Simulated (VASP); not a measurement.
Here is a VASP 6.6.1 calculation.

Contents of INCAR:

```
SYSTEM = BaTiO3
PREC     = Accurate       ! precision mode
ENCUT    = 600            ! plane-wave cutoff, eV
EDIFF    = 1E-7           ! SCF threshold, eV
ISMEAR   = -1             ! smearing method
SIGMA    = 0.05           ! smearing width, eV
LREAL    = .FALSE.        ! projectors in reciprocal space
LASPH    = .TRUE.         ! aspherical terms in the spheres
NELM     = 120            ! most SCF steps
ALGO     = Normal         ! electronic algorithm
ISIF     = 3              ! what is computed and relaxed
LWAVE    = .FALSE.        ! write WAVECAR
LCHARG   = .FALSE.        ! write CHGCAR
IBRION   = 2              ! ionic algorithm
NSW      = 60             ! ionic steps
EDIFFG   = -0.01          ! ionic threshold
GGA_COMPAT= .FALSE.      
NELMIN   = 4            
KPAR     = 4
```

Contents of KPOINTS:

```
Automatic mesh
0
G
  7 7 4
  0 0 0
```

Contents of POSCAR:

```
BaTiO3
1.0
    4.0073000000      0.0000000000      0.0000000000
    0.0000000000      4.0073000000      0.0000000000
    0.0000000000      0.0000000000      8.0146000000
Ba Ti O
2 2 6
Direct
    0.5774118300      0.5950023200      0.2399217200
    0.5133239400      0.4560751000      0.7636477900
    0.0354144600      0.9982134600      0.0132376500
    0.9499882200      0.9711686500      0.5185272300
    0.5690732100      0.9256262100      0.9797733700
    0.4293289800      0.9665517700      0.5005258200
    0.9689020100      0.5955733500      0.9841481100
    0.9541317500      0.4628596100      0.5236707700
    0.9618464100      0.0102451400      0.2239939200
    0.0405791900      0.0186844000      0.7525536100
```

Potentials or basis: VASP PAW LDA potentials, release 64 (Ba_sv, Ti_sv, O).

Command:

```bash
$ cat potpaw_LDA.64/Ba_sv/POTCAR potpaw_LDA.64/Ti_sv/POTCAR potpaw_LDA.64/O/POTCAR > POTCAR
$ mpirun -np 4 vasp_std > vasp.out
```

Problem. Estimate the relaxed volume.

Solution. 12.42 Å³/atom.

Problem. What does it give for the band gap on the k mesh?

Solution. 2.08 eV (least direct gap 2.28 eV).

Problem. What does it give for the space group after relaxing (to 0.1 Å)?

Solution. R3m (No. 160).

Final structure:
```
CELL_PARAMETERS angstrom
3.96421 0.00207 0.00168
0.00251 3.95763 0.00127
0.00585 0.00535 7.91749
ATOMIC_POSITIONS crystal
Ba 0.50474 0.50398 0.25198
Ba 0.50440 0.50393 0.75195
Ti 0.01441 0.01251 0.00644
Ti 0.01411 0.01256 0.50645
O 0.49045 0.99598 0.99797
O 0.49036 0.99608 0.49799
O 0.99536 0.49164 0.99793
O 0.99533 0.49161 0.49789
O 0.99549 0.99575 0.24571
O 0.99535 0.99596 0.74569
```

Caveat: spin-orbit coupling is left out, which moves the levels of the heavy elements. Expect the measured gap to be larger: semilocal functionals such as LDA lack the derivative discontinuity.
